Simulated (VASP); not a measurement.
Input of a VASP 6.6.1 run:

The input POSCAR:

```
Ge
1.0
    3.9976151821     -0.0357786559      0.0000000000
   -2.0297928160      3.4799256302      0.0000000000
    0.0000000000      0.0000000000      6.5928194926
Ge
4
Direct
    0.3349696115      0.6667001000      0.0003486166
    0.6650303885      0.3332999000      0.5003486166
    0.3349696115      0.6667001000      0.3746513834
    0.6650303885      0.3332999000      0.8746513834
```

INCAR.step1

```
SYSTEM = Ge
ALGO = Normal
EDIFF = 1E-5
ENCUT = 550
GGA = PE
GGA_COMPAT = .FALSE.
ISMEAR = -1
LASPH = .TRUE.
LCHARG = .FALSE.
LREAL = .FALSE.
LWAVE = .TRUE.
NBANDS = 36
NELM = 120
PREC = Accurate
SIGMA = 0.02
```

INCAR.step2

```
SYSTEM = Ge
ALGO = Normal
EDIFF = 1E-6
ENCUT = 550
GGA_COMPAT = .FALSE.
ISIF = 2
ISMEAR = -1
ISTART = 1
LASPH = .TRUE.
LCHARG = .TRUE.
LELF = .TRUE.
LMIXTAU = .TRUE.
LREAL = .FALSE.
LVHAR = .TRUE.
LWAVE = .FALSE.
METAGGA = R2SCAN
NBANDS = 36
NELM = 120
PREC = Accurate
SIGMA = 0.02
```

The input KPOINTS:

```
k-points
0
G
  12 12 4
  0 0 0
```

Potentials or basis: VASP PAW PBE potentials, release 64 (Ge_d).

The run is started by

```console
$ cat potpaw_PBE.64/Ge_d/POTCAR > POTCAR
$ cp INCAR.step1 INCAR
$ mpirun -np 1 vasp_std > vasp.out
$ cp INCAR.step2 INCAR
$ mpirun -np 1 vasp_std > vasp.out
```

(1) Estimate the pressure.

(2) Predict the band gap on the k mesh.

(3) Predict the largest force.

Answers

(1) 0.1 GPa.

(2) 0.03 eV.

(3) 0.011 eV/Å.

Caveat: the cell differs from its parent crystal (shear xy strain -1.8%); the PAW data sets were made with another functional, which shifts forces and pressure a little.
